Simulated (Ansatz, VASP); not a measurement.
**Two plane-wave programs on MnS**

Contents of INCAR:

```
  PREC = Accurate
  ENCUT = 520
  EDIFF = 1E-6
  ISMEAR = 0
  SIGMA = 0.1
  LREAL = F
  LASPH = T
  NELM = 150
  ALGO = Normal
  ISIF = 2
  LWAVE = F
  LCHARG = F
  ISPIN = 2
  MAGMOM = 4.42 0.14
  LORBIT = 11
  LMAXMIX = 4
  GGA = PE
  NBANDS = 20
```

KPOINTS

```
Automatic mesh
0
Gamma
  14 14 14
```

File POSCAR:

```
MnS
1.0
    0.0000000000      2.5975677309      2.5975677309
    2.5975677309      0.0000000000      2.5975677309
    2.5975677309      2.5975677309      0.0000000000
Mn S
1 1
Direct
    0.0000000000      0.0000000000      0.0000000000
    0.5000000000      0.5000000000      0.5000000000
```

Input for Ansatz:

```yaml
crystal:
  lattice:
    - [0.0, 2.5975677309, 2.5975677309]
    - [2.5975677309, 0.0, 2.5975677309]
    - [2.5975677309, 2.5975677309, 0.0]
  atoms:
    - { symbol: Mn, position: [0.0, 0.0, 0.0], spin: 4.42 }
    - { symbol: S, position: [0.5, 0.5, 0.5], spin: 0.14 }
basis:
  ecutwfc: 420
kpoints:
  mp_grid: { grid: [14, 14, 14] }
hamiltonian:
  xc: pbe
scf:
  occupations: { method: gaussian, width: 0.1 }
output:
  forces: true
  stress: true
  eigenvalues: true
  populations: true
magnetization:
  spin_polarized: true
```

Alike in both runs: task single point; functional PBE; k mesh 14 × 14 × 14; occupations gaussian, width 0.1 eV; collinear spin.

|  | VASP | Ansatz |
| --- | --- | --- |
| version | VASP 6.6.1 | Ansatz 0.2.0 |
| potentials or method | VASP PAW PBE potentials, release 64 (Mn_pv, S), cutoff 520 eV | scalar-relativistic, plane waves, PAW |
| valence electrons in the cell | 19 | 21 |

Ansatz gave:

- gap on the k mesh at the Fermi level (eV): none
- pressure (GPa): -2.8
- net moment per atom (μB): 2.33
- size of the moment on the site where the two differ most (μB): 4.18

Q: What did VASP give for the same quantities?

A: gap on the k mesh at the Fermi level (eV): none; pressure (GPa): -2.8; net moment per atom (μB): 2.34; size of the moment on the site where the two differ most (μB): 4.23.

Site moments also hang on the region over which each program counts them. A gap of «none» marks a metal or a gap that the smearing closes. VASP's potentials hold 19 valence electrons a cell and Ansatz's 21, so a difference there can come from the potentials and not from the codes.
